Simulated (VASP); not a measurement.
# Gd (Fm-3m) in VASP: single point with r2SCAN

Aim: the single point of Gd with r2SCAN.

Program: VASP 6.6.1. These are calculated values, not measurements. Logs are shortened: lines on timing, memory, paths and dates and some standing lists are left out, and cuts for length are marked.

**1. The cell of the first run**

It takes space group Fm-3m (No. 225, cubic). Conventional cell: a = 5.170 Å, b = 5.170 Å, c = 5.170 Å, α = 90.00°, β = 90.00°, γ = 90.00°. Within 4.8 Å of Gd (site symmetry m-3m) lie 12 Gd at 3.66 Å.

This isn't the form of Gd at room conditions, which is hcp.

**2. Single point, r2SCAN, collinear spin, ferromagnetic start**

POSCAR

```
Gd
1.0
    0.0000000000      2.5848336017      2.5848336017
    2.5848336017      0.0000000000      2.5848336017
    2.5848336017      2.5848336017      0.0000000000
Gd
1
Direct
    0.0000000000      0.0000000000      0.0000000000
```

INCAR.step1

```
PREC = Accurate
ENCUT = 520
ISMEAR = 0
SIGMA = 0.05
LREAL = False
LASPH = True
NELM = 150
ISPIN = 2
MAGMOM = 0.5
LMAXMIX = 6
NBANDS = 19
GGA = PE
ALGO = Normal
EDIFF = 1E-4
LWAVE = True
LCHARG = False
```

INCAR.step2

```
PREC = Accurate
ENCUT = 520
EDIFF = 1E-7
ISMEAR = 0
SIGMA = 0.05
LREAL = False
LASPH = True
NELM = 150
ALGO = Normal
ISIF = 2
LWAVE = False
LCHARG = False
ISPIN = 2
MAGMOM = 0.5
LORBIT = 11
LMAXMIX = 6
METAGGA = R2SCAN
LMIXTAU = True
NBANDS = 19
ISTART = 1
```

KPOINTS

```
regular mesh
0
Gamma
  14 14 14
```

Potentials or basis: VASP PAW PBE potentials, release 64 (Gd).

Run with:

```console
> cat potpaw_PBE.64/Gd/POTCAR > POTCAR
> cp INCAR.step1 INCAR
> mpirun -np 1 vasp_std > vasp.out
> cp INCAR.step2 INCAR
> mpirun -np 1 vasp_std > vasp.out
```

OUTCAR:

```text
PREC = Accurate
   ENCUT = 520
   EDIFF = 1E-7
   ISMEAR = 0
   LREAL = False
   LASPH = True
   NELM = 150
   ISIF = 2
   ISPIN = 2
   LORBIT = 11
   METAGGA = R2SCAN
   ISTART = 1

 ion  position               nearest neighbor table
   1  0.000  0.000  0.000-

  LATTYP: Found a face centered cubic cell.
 ALAT       =     5.1696672034

  Lattice vectors:

 A1 = (   0.0000000000,   2.5848336017,   2.5848336017)
 A2 = (   2.5848336017,   0.0000000000,   2.5848336017)
 A3 = (   2.5848336017,   2.5848336017,   0.0000000000)

Analysis of symmetry for initial positions (statically):
=====================================================================
 Subroutine PRICEL returns:
 Original cell was already a primitive cell.

 Routine SETGRP: Setting up the symmetry group for a
 face centered cubic supercell.

 Subroutine GETGRP returns: Found 48 space group operations
 (whereof 48 operations were pure point group operations)
 out of a pool of 48 trial point group operations.

The static configuration has the point symmetry O_h .

Analysis of symmetry for dynamics (positions and initial velocities):
=====================================================================
 Subroutine PRICEL returns:
 Original cell was already a primitive cell.

 Routine SETGRP: Setting up the symmetry group for a
 face centered cubic supercell.

 Subroutine GETGRP returns: Found 48 space group operations
 (whereof 48 operations were pure point group operations)
 out of a pool of 48 trial point group operations.

The dynamic configuration has the point symmetry O_h .

Analysis of structural, dynamic, and magnetic symmetry:
=====================================================================
 Subroutine PRICEL returns:
 Original cell was already a primitive cell.

 Routine SETGRP: Setting up the symmetry group for a
 face centered cubic supercell.

 Subroutine GETGRP returns: Found 48 space group operations
 (whereof 48 operations were pure point group operations)
 out of a pool of 48 trial point group operations.

The overall configuration has the point symmetry O_h .

 Subroutine INISYM returns: Found 48 space group operations
 (whereof 48 operations are pure point group operations),
 and found     1 'primitive' translations

----------------------------------------------------------------------------------------

                                     Primitive cell

  volume of cell :      34.5404

  direct lattice vectors                    reciprocal lattice vectors
     0.000000000  2.584833602  2.584833602    -0.193436049  0.193436049  0.193436049
     2.584833602  0.000000000  2.584833602     0.193436049 -0.193436049  0.193436049
     2.584833602  2.584833602  0.000000000     0.193436049  0.193436049 -0.193436049

  length of vectors
     3.655506736  3.655506736  3.655506736     0.335041065  0.335041065  0.335041065

  position of ions in fractional coordinates (direct lattice)
     0.000000000  0.000000000  0.000000000

  ion indices of the primitive-cell ions
   primitive index   ion index
                 1           1

----------------------------------------------------------------------------------------

 KPOINTS: regular mesh

Automatic generation of k-mesh.
 Grid dimensions read from file:
 generate k-points for:   14   14   14

 Generating k-lattice:

  Cartesian coordinates                     Fractional coordinates (reciprocal lattice)
    -0.013816861  0.013816861  0.013816861     0.071428571  0.000000000  0.000000000
     0.013816861 -0.013816861  0.013816861     0.000000000  0.071428571  0.000000000
     0.013816861  0.013816861 -0.013816861     0.000000000  0.000000000  0.071428571

  Length of vectors
     0.023931505  0.023931505  0.023931505

  Shift w.r.t. Gamma in fractional coordinates (k-lattice)
     0.000000000  0.000000000  0.000000000

 Subroutine IBZKPT returns following result:
 ===========================================

 Found    104 irreducible k-points:

 Following reciprocal coordinates:
            Coordinates               Weight
  0.000000  0.000000  0.000000      1.000000
  0.071429  0.000000  0.000000      8.000000
  0.142857  0.000000  0.000000      8.000000
  0.214286  0.000000  0.000000      8.000000
  0.285714  0.000000  0.000000      8.000000
  0.357143  0.000000  0.000000      8.000000
[... 16 lines left out ...]
  0.214286  0.142857  0.000000     24.000000
  0.285714  0.142857  0.000000     24.000000
 [... further k-points ...]
   k-points           NKPTS =    104   k-points in BZ     NKDIM =    104   number of bands    NBANDS=     19
   number of dos      NEDOS =    301   number of ions     NIONS =      1
   total plane-waves  NPLWV =  21952
   dimension x,y,z NGX =    28 NGY =   28 NGZ =   28
   dimension x,y,z NGXF=    56 NGYF=   56 NGZF=   56
   ions per type =               1
   NGX,Y,Z   is equivalent  to a cutoff of  12.73, 12.73, 12.73 a.u.
   NGXF,Y,Z  is equivalent  to a cutoff of  25.47, 25.47, 25.47 a.u.
 SYSTEM =  unknown system
   PREC   = accura    normal or accurate (medium, high low for compatibility)
   ISTART =      1    job   : 0-new  1-cont  2-samecut
   ICHARG =      0    charge: 1-file 2-atom 10-const
   ISPIN  =      2    spin polarized calculation?
   LNONCOLLINEAR =      F non collinear calculations
   LSORBIT =      F    spin-orbit coupling
   LASPH  =      T    aspherical Exc in radial PAW
   ENCUT  =  520.0 eV  38.22 Ry    6.18 a.u.   6.80  6.80  6.80*2*pi/ulx,y,z
   NELM   =    150;   NELMIN=  2; NELMDL=  0     # of ELM steps
   EDIFF  = 0.1E-06   stopping-criterion for ELM
   LREAL  =      F    real-space projection
   EDIFFG = 0.1E-05   stopping-criterion for IOM
   NSW    =      0    number of steps for IOM
   IBRION =     -1    ionic relax: 0-MD 1-quasi-New 2-CG
   NFREE  =      0    steps in history (QN), initial steepest desc. (CG)
   ISIF   =      2    stress and relaxation
   ISYM   =      2    0-nonsym 1-usesym 2-fastsym
   POTIM  = 0.5000    time-step for ionic-motion
   TEBEG  =    0.0;   TEEND  =   0.0 temperature during run
   PSTRESS=    0.0 pullay stress
   NELECT =      18.0000    total number of electrons
   NUPDOWN=      -1.0000    fix difference up-down
   EMIN   =  10.00;   EMAX   =-10.00  energy-range for DOS
   EFERMI =   0.00;   METHOD = LEGACY
   ISMEAR =     0;   SIGMA  =   0.05  broadening in eV -4-tet -1-fermi 0-gaus
   EFERMI_NEDOS =   21; number of points for ismear=-14 and -15
   IALGO  =     38    algorithm
   IMIX   =      4    mixing-type and parameters
     AMIX     =   0.40;   BMIX     =  1.00
     AMIX_MAG =   1.60;   BMIX_MAG =  1.00
  volume/ion in A,a.u.               =      34.54       233.09
  Fermi-wavevector in a.u.,A,eV,Ry     =   1.317416  2.489556 23.614082  1.735586
  Thomas-Fermi vector in A             =   2.447459
   LORBIT       =     11    0 simple, 1 ext, 2 COOP (PROOUT), +10 PAW based schemes
   METAGGA = R2SCAN    functional components
   LHFCALC =     F    Hartree Fock is set to
   AEXX    =    0.0000 exact exchange contribution
   IVDW    =     0    specifies the selected vdW correction
   LEPSILON=     F    determine dielectric tensor
   LRPA    =     F    only Hartree local field effects (RPA)
 spin polarized calculation
 Gauss-broadening in eV      SIGMA  =   0.05
  energy-cutoff  :      520.00
  volume of cell :       34.54
 maximum number of plane-waves:       950
   NGX = 13   NGY = 13   NGZ = 13

 number of electron      18.0000001 magnetization       8.0559550

 Free energy of the ion-electron system (eV)
  ---------------------------------------------------
  ext. energy  EPLUGINS =         0.00000000
  ---------------------------------------------------
  free energy    TOTEN  =       -41.02604988 eV

  energy without entropy =      -41.02388199  energy(sigma->0) =      -41.02496594

 E-fermi :   2.7552     XC(G=0): -10.3973

 val. band max:        2.7535743771   @ k =  -0.4286   0.1429   0.0000
 cond. band min:       2.7665137605   @ k =   0.2143   0.1429   0.0000
 fundamental gap:      0.0129393835
 Fermi energy:         2.7552437922

 spin component 1

 k-point     1 :       0.0000    0.0000    0.0000
  band No.  band energies     occupation
      1     -44.5378      1.00000
      2     -20.8943      1.00000
      3     -20.8942      1.00000
      4     -20.8942      1.00000
      5      -3.1340      1.00000
      6      -3.0279      1.00000
[... 11 lines left out ...]
     18      11.2971      0.00000
     19      15.4917      0.00000

 k-point     2 :       0.0714    0.0000    0.0000
  band No.  band energies     occupation
      1     -44.5351      1.00000
      2     -20.9270      1.00000
      3     -20.8985      1.00000
      4     -20.8984      1.00000
      5      -3.1303      1.00000
      6      -3.0298      1.00000
[... 476 lines left out ...]
 k-point    24 :       0.2857    0.1429    0.0000
  band No.  band energies     occupation
      1     -44.5051      1.00000
      2     -21.2125      1.00000
      3     -20.9786      1.00000
      4     -20.9732      1.00000
      5      -3.0864      1.00000
      6      -3.0308      1.00000
[... 11 lines left out ...]
     18      13.1329      0.00000
     19      14.6284      0.00000

 [... further k-points ...]

 spin component 2

 k-point     1 :       0.0000    0.0000    0.0000
  band No.  band energies     occupation
      1     -40.5765      1.00000
      2     -18.0069      1.00000
      3     -18.0069      1.00000
      4     -18.0069      1.00000
      5      -1.1186      1.00000
      6       4.0373      0.00000
[... 11 lines left out ...]
     18      14.4170      0.00000
     19      16.2565      0.00000

 k-point     2 :       0.0714    0.0000    0.0000
  band No.  band energies     occupation
      1     -40.5731      1.00000
      2     -18.0462      1.00000
      3     -18.0115      1.00000
      4     -18.0115      1.00000
      5      -0.9764      1.00000
      6       4.0268      0.00000
[... 476 lines left out ...]
 k-point    24 :       0.2857    0.1429    0.0000
  band No.  band energies     occupation
      1     -40.5357      1.00000
      2     -18.3824      1.00000
      3     -18.1058      1.00000
      4     -18.0966      1.00000
      5       0.6443      1.00000
      6       3.8615      0.00000
[... 11 lines left out ...]
     18      14.2715      0.00000
     19      17.2557      0.00000

 [... further k-points ...]

------------------------ aborting loop because EDIFF is reached ----------------------------------------

  FORCE on cell =-STRESS in cart. coord.  units (eV):
  Direction    XX          YY          ZZ          XY          YZ          ZX
  --------------------------------------------------------------------------------------
  -------------------------------------------------------------------------------------
  Total       -0.0150041     -0.0150041     -0.0150041      0.0000000      0.0000000      0.0000000
  in kB       -0.6959719     -0.6959719     -0.6959719      0.0000000      0.0000000      0.0000000
  external PRESSURE =      -0.6959719 kB  Pullay stress =       0.0000000 kB

 VOLUME and BASIS-vectors are now :
 -----------------------------------------------------------------------------
  energy-cutoff  :      520.00
  volume of cell :       34.54
      direct lattice vectors                 reciprocal lattice vectors
     0.000000000  2.584833602  2.584833602    -0.193436049  0.193436049  0.193436049
     2.584833602  0.000000000  2.584833602     0.193436049 -0.193436049  0.193436049
     2.584833602  2.584833602  0.000000000     0.193436049  0.193436049 -0.193436049

 POSITION                                       TOTAL-FORCE (eV/Angst)
 -----------------------------------------------------------------------------------
      0.00000      0.00000      0.00000        -0.000000     -0.000000     -0.000000
 -----------------------------------------------------------------------------------
    total drift:                               -0.000000     -0.000000     -0.000000

  FREE ENERGIE OF THE ION-ELECTRON SYSTEM (eV)
  ---------------------------------------------------
  free  energy   TOTEN  =       -41.0260498797 eV

  energy  without entropy=      -41.0238819936  energy(sigma->0) =      -41.02496594

 total charge

# of ion       s       p       d       f       tot
--------------------------------------------------
    1        2.072   5.609   0.563   6.932  15.175

 magnetization (x)

# of ion       s       p       d       f       tot
--------------------------------------------------
    1        0.005  -0.092   0.308   6.897   7.118
```

It took 23 min on 1 thread of Oxide Virtual Turin-like, shared host; peak memory 0.23 GiB.

Results:

* Free energy: -41.0260 eV
* Pressure: -0.1 GPa
* Net moment: 8.06 μB per cell
* Site moments: Gd +7.12 μB
* Valence electrons inside the program's atomic spheres: Gd 15.18

Levels at points of the mesh, in eV from the Fermi level:
Spin up:
```csv
k point,band 11,band 12,band 13,band 14,band 15,band 16
"(0.00, 0.00, 0.00)",-5.70,-5.57,1.19,1.19,1.19,3.63
"(0.50, 0.00, 0.00)",-5.70,-2.93,0.42,1.17,1.17,5.13
"(0.50, 0.50, 0.00)",-5.73,-2.14,-1.85,1.64,5.27,5.48
```
Spin down:
```
           k point  band 1  band 2  band 3  band 4  band 5  band 6  band 7  band 8  band 9  band 10
(0.00, 0.00, 0.00)  -43.33  -20.76  -20.76  -20.76   -3.87    1.28    1.38    1.38    1.38     1.66
(0.50, 0.00, 0.00)  -43.26  -21.50  -20.85  -20.85   -0.80    1.02    1.42    1.42    1.43     1.59
(0.50, 0.50, 0.00)  -43.24  -21.44  -21.03  -21.03   -1.57    0.37    1.43    1.43    1.45     1.46
```

Caveat: the PAW data sets were made with another functional, which shifts forces and pressure a little; spin-orbit coupling is left out, which moves the levels of the heavy elements; semilocal functionals describe open f shells poorly, which spoils levels, moments and volumes. The state reached can hang on the start; a lower one may exist.
